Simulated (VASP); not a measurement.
Set up this calculation in VASP 6.6.1, as the native input.

| Item | Value |
| --- | --- |
| Task | single point |
| Functional | LDA |
| Potentials or basis | VASP PAW LDA potentials, release 64 (N, Al) |
| Cutoff | 520 eV |
| k mesh | 9 × 9 × 1 |
| Occupations | gaussian, width 0.05 eV |
| Spin | no spin polarisation |
| Dipole correction | yes |
| Further INCAR settings | ALGO = Normal; EDIFF = 1e-07; NBANDS = 26 |

The structure of AlN lies in POSCAR:

```
AlN
1.0
    3.0886572978      0.0000000000      0.0000000000
   -1.5443286489      2.6748556835      0.0000000000
    0.0000000000      0.0000000000     23.4417423460
N Al
4 4
Direct
    0.3333333333      0.6666666667      0.1706357804
    0.6666666667      0.3333333333      0.2760679086
    0.3333333333      0.6666666667      0.3837737194
    0.6666666667      0.3333333333      0.4878740814
    0.6666666667      0.3333333333      0.1955203112
    0.3333333333      0.6666666667      0.3009524394
    0.6666666667      0.3333333333      0.4041582755
    0.3333333333      0.6666666667      0.5094221312
```

The input as run:

INCAR

```
  ALGO = Normal
  DIPOL = 0.5 0.5 0.341
  EDIFF = 1E-7
  ENCUT = 520
  IDIPOL = 3
  ISIF = 2
  ISMEAR = 0
  LASPH = T
  LCHARG = F
  LDIPOL = T
  LREAL = F
  LWAVE = F
  NBANDS = 26
  NELM = 100
  PREC = Accurate
  SIGMA = 0.05
```

KPOINTS

```
k-points
0
Gamma
  9 9 1
```

Potentials or basis: VASP PAW LDA potentials, release 64 (N, Al).

The run is started by

```console
$ cat potpaw_LDA.64/N/POTCAR potpaw_LDA.64/Al/POTCAR > POTCAR
$ mpirun -np 1 vasp_std > vasp.out
```

Results of the run:

* Largest force: 2.733 eV/Å
* Band gap on the k mesh: zero (bands 16 and 17 overlap by 0.36 eV)

Run time: 5 min on 1 thread of Intel Xeon 8259CL (shared host), peak memory 0.26 GiB.
